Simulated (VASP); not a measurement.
## Si2W: single point with LDA

Crystal: Si2W.

```
Si W
1.0
     4.51177    0.00000    0.00000
    -2.25588    3.90731    0.00000
     0.00000    0.00000    6.68328
Si W
6 3
Direct
  0.85727 0.71453 0.50000
  0.14273 0.85727 0.83333
  0.71453 0.85727 0.16667
  0.14273 0.28547 0.50000
  0.85727 0.14273 0.83333
  0.28547 0.14273 0.16667
  0.00000 0.50000 0.16667
  0.50000 0.50000 0.83333
  0.50000 0.00000 0.50000
```

This cell differs from its parent crystal: c/a of the conventional cell at fixed volume 1.4813.

```
Program             : VASP 6.6.1
Task                : single point
Functional          : LDA
Potentials or basis : VASP PAW LDA potentials, release 64 (Si, W_sv)
Cutoff              : 520 eV
k mesh              : 9 × 9 × 6
Occupations         : gaussian, width 0.03 eV
Spin                : no spin polarisation
```

* Pressure: 5.7 GPa
* Largest force: 4.011 eV/Å
* Band gap on the k mesh: zero (band 33 reaches 12.81 eV, above the bottom of band 34 at 12.46 eV)

Forces in eV/Å, atoms in the order of the input:
```
Si   0.000 -4.011  0.000
Si   3.474 -2.006  0.000
Si  -3.474 -2.006  0.000
Si   0.000  4.011  0.000
Si  -3.474  2.006  0.000
Si   3.474  2.006  0.000
W    0.000  0.000  0.000
W    0.000  0.000  0.000
W    0.000  0.000  0.000
```

Stress tensor (GPa, compression positive):
```
10.89  0.00  0.00
 0.00 10.89  0.00
 0.00  0.00 -4.66
```

Levels at points of the mesh, in eV from the Fermi level:
| k point | band 30 | band 31 | band 32 | band 33 | band 34 | band 35 | band 36 | band 37 |
| --- | --- | --- | --- | --- | --- | --- | --- | --- |
| (0.00, 0.00, 0.00) | -2.63 | -2.63 | -1.22 | -0.39 | 1.44 | 1.44 | 2.38 | 2.55 |
| (0.00, 0.00, 0.50) | -1.67 | -1.67 | -0.55 | -0.55 | 1.81 | 1.81 | 2.47 | 2.52 |

Wall time 81 s on 1 thread of Intel(R) Xeon(R) 6975P-C (Granite Rapids), with other jobs on the host, peak memory 0.32 GiB.

Caveat: spin-orbit coupling is left out, which moves the levels of the heavy elements; forces of over 1 eV/Å act on the atoms, so gaps and moduli don't describe the material at rest.
